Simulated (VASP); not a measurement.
# H23C2NO10 in VASP: notebook, part 2 of 2

VASP 6.6.1. The steps go on from the part before.

## (3) Single point, PBE+D3(BJ)

The input, INCAR:

```
SYSTEM = H23C2NO10
PREC = Accurate
ENCUT = 520
EDIFF = 1E-6
ISMEAR = -1
SIGMA = 0.05
LREAL = Auto
LASPH = .TRUE.
NELM = 80
ALGO = Normal
ISIF = 2
LWAVE = .FALSE.
LCHARG = .FALSE.
GGA = PE
IVDW = 12
NBANDS = 72
```

The input, KPOINTS:

```
regular mesh
0
G
  1 1 1
  0 0 0
```

The input, POSCAR:

```
H23C2NO10
1.0
    7.2873620000      0.0000000000      0.0000000000
    0.0000000000      7.2873620000      0.0000000000
    0.0000000000      0.0000000000      7.2873620000
O H C N
10 23 2 1
Direct
    0.6453226833     -0.0823754879      0.5618082373
    0.8164545689      0.4196580326      0.3952459065
    0.3395879057      0.5294234045      0.6892205986
    0.2653772380      0.2766295952      0.2548247226
    0.0031012594      0.9858025442      0.4505471253
    0.3133232574      0.7188335093      0.3484114004
    0.5678735323      0.4576964888      0.0883310037
    0.3559449908      0.1635159609      0.8454225274
    0.5860419724      1.0031201963      0.1488192847
    0.7527689718      0.5924503270      0.7496814348
    0.7287822397     -0.0252217469      0.4793229704
    0.6624207772     -0.2080725508      0.5289568434
    0.9055265815      0.3248912295      0.3835956002
    0.8203105596      0.5213409187      0.4840571938
    0.3398897983      0.4238433606      0.6053905378
    0.2326356232      0.5266926495      0.7784435575
    0.3319857035      0.2482105322      0.1337383816
    0.3000811542      0.1817530130      0.3400132997
    0.0751712348      1.0504075412      0.3500855316
    0.0817854252      0.8777799154      0.4416550186
    0.3111688427      0.6803010472      0.2247178060
    0.4138397406      0.8128044140      0.3338656705
    0.5189120562      0.4789387435      0.1967790265
    0.6981401500      0.4161999912      0.1182320845
    0.4267525066      0.2732538880      0.8443384588
    0.4251881545      0.0997068624      0.7215368195
    0.4648458523      0.9597848988      0.0755280169
    0.6188796440      1.1219286211      0.0825950461
    0.6989086037      0.4496414478      0.6799717099
    0.8729084681      0.5451218150      0.7162399782
    0.8045023700      0.0194034549      0.7951299798
    0.9492049386      0.1358516292      0.9618158121
    1.0383730080      0.1157346101      0.7538667628
    0.9531981532      0.0356507609      0.8444894051
    1.0334741159     -0.0996794176      0.9373487965
    1.1317950172     -0.2221105525      0.9435375929
```

Potentials or basis: VASP PAW PBE potentials, release 64 (O, H, C, N).

Started as:

```sh
> cat potpaw_PBE.64/O/POTCAR potpaw_PBE.64/H/POTCAR potpaw_PBE.64/C/POTCAR potpaw_PBE.64/N/POTCAR > POTCAR
> mpirun -np 1 vasp_gam > vasp.out
```

OUTCAR:

```text
SYSTEM = H23C2NO10
   PREC = Accurate
   ENCUT = 520
   EDIFF = 1E-6
   ISMEAR = -1
   LREAL = Auto
   LASPH = .TRUE.
   NELM = 80
   ISIF = 2
   GGA = PE
   IVDW = 12
 IVDW          = 12

 ion  position               nearest neighbor table
   1  0.645  0.918  0.562-  11 0.95  12 0.95
   2  0.816  0.420  0.395-  13 0.95  14 0.98
   3  0.340  0.529  0.689-  15 0.98  16 1.02
   4  0.265  0.277  0.255-  18 0.96  17 1.03
   5  0.003  0.986  0.451-  20 0.98  19 1.02
   6  0.313  0.719  0.348-  21 0.94  22 1.01
   7  0.568  0.458  0.088-  23 0.88  24 1.02
   8  0.356  0.164  0.845-  25 0.95  26 1.13
   9  0.586  0.003  0.149-  28 1.02  27 1.08
  10  0.753  0.592  0.750-  30 0.97  29 1.22
  11  0.729  0.975  0.479-   1 0.95
  12  0.662  0.792  0.529-   1 0.95
  13  0.906  0.325  0.384-   2 0.95
  14  0.820  0.521  0.484-   2 0.98
  15  0.340  0.424  0.605-   3 0.98
  16  0.233  0.527  0.778-   3 1.02
[... 15 lines left out ...]
  32  0.949  0.136  0.962-  34 1.12
  33  0.038  0.116  0.754-  34 1.08
  34  0.953  0.036  0.844-  33 1.08  32 1.12  31 1.15  35 1.33
  35  0.033  0.900  0.937-  36 1.15  34 1.33
  36  0.132  0.778  0.944-  35 1.15
[... 233 lines left out ...]
 Fermi energy:        -2.1303349843

 k-point     1 :       0.0000    0.0000    0.0000
  band No.  band energies     occupation
      1     -22.6436      2.00000
      2     -22.4176      2.00000
      3     -22.3041      2.00000
      4     -22.1322      2.00000
      5     -22.0446      2.00000
      6     -22.0285      2.00000
[... 52 lines left out ...]
     59       4.7397      0.00000
     60       4.9748      0.00000
 [bands above 60 left out]

------------------------ aborting loop because EDIFF is reached ----------------------------------------

 Edisp (eV)   -1.27905

 E8    (eV) :    -0.2700

  FORCE on cell =-STRESS in cart. coord.  units (eV):
  Direction    XX          YY          ZZ          XY          YZ          ZX
  --------------------------------------------------------------------------------------
  -------------------------------------------------------------------------------------
  Total      -2.20800     3.23912    -0.18723    -5.38099    -7.61221     2.65156
  in kB      -9.14110    13.40992    -0.77511   -22.27726   -31.51451    10.97745
  external pressure =        1.16 kB  Pullay stress =        0.00 kB

 VOLUME and BASIS-vectors are now :
 -----------------------------------------------------------------------------
  energy-cutoff  :      520.00
  volume of cell :      387.00
      direct lattice vectors                 reciprocal lattice vectors
     7.287362000  0.000000000  0.000000000     0.137223868  0.000000000  0.000000000
     0.000000000  7.287362000  0.000000000     0.000000000  0.137223868  0.000000000
     0.000000000  0.000000000  7.287362000     0.000000000  0.000000000  0.137223868

 POSITION                                       TOTAL-FORCE (eV/Angst)
 -----------------------------------------------------------------------------------
      4.70270      6.68706      4.09410        -1.261439      0.645529      0.593131
      5.94980      3.05820      2.88030        -2.048468      0.644635     -0.610783
      2.47470      3.85810      5.02260        -0.711677     -0.169227      0.838447
      1.93390      2.01590      1.85700         0.017553     -0.046099     -1.723222
      0.02260      7.18390      3.28330         1.579325      1.003274     -1.912783
      2.28330      5.23840      2.53900         1.377797      1.779262      0.800689
[... 28 lines left out ...]
      0.24394      6.56096      6.83080         1.096209     -2.514378     -1.127506
      0.96044      5.66876      6.87590         1.937420     -2.896697      1.741241
 -----------------------------------------------------------------------------------
    total drift:                                0.010554     -0.014698     -0.014833

  FREE ENERGIE OF THE ION-ELECTRON SYSTEM (eV)
  ---------------------------------------------------
  free  energy   TOTEN  =      -177.8521432492 eV

  energy  without entropy=     -177.8521432492  energy(sigma->0) =     -177.85214325
```

Wall time 30 s (1 thread of Intel Xeon 6975P-C (Granite Rapids), shared host); peak memory 0.36 GiB.

Results:

```
Free energy                : -177.8521 eV
Pressure                   : 0.1 GPa
Largest force              : 7.386 eV/Å
Band gap on the k mesh     : 3.69 eV
Dispersion energy per atom : -0.036 eV
```

Forces on the atoms (eV/Å):
```
O   -1.261  0.646  0.593
O   -2.048  0.645 -0.611
O   -0.712 -0.169  0.838
O    0.018 -0.046 -1.723
O    1.579  1.003 -1.913
O    1.378  1.779  0.801
O    4.307 -2.046 -5.640
O    1.671 -2.881 -3.786
O   -2.325  0.330 -2.198
O   -1.343 -5.015 -2.843
H    0.921  0.840 -0.807
H   -0.222 -1.088  0.459
H    1.240  0.017  0.790
H    0.970 -0.727 -0.396
H   -0.717  0.505  0.402
H    1.410 -0.187 -1.236
H   -0.832  0.228  1.879
H    0.617 -0.382  0.067
H   -1.252 -0.046  0.839
H    0.002 -0.966  0.477
H   -0.792 -0.831 -1.804
H   -0.722 -0.609  0.847
H   -2.571  0.997  5.887
H   -1.761  1.017 -0.237
H    0.525  1.747  0.383
H   -1.923  1.001  3.431
H    2.928  1.150  1.270
H   -0.696 -1.572  0.831
H    0.416  4.097  2.253
H    1.229  0.774  0.745
H    1.495 -0.336  0.338
H   -0.778  0.598 -0.365
H    0.477 -0.539 -0.740
C   -4.260  5.476  0.554
C    1.096 -2.514 -1.128
N    1.937 -2.897  1.741
```

Stress tensor (GPa, compression positive):
```
-0.91 -2.23  1.10
-2.23  1.34 -3.15
 1.10 -3.15 -0.08
```

Caveat: the k points lie up to 0.86 Å⁻¹ apart.
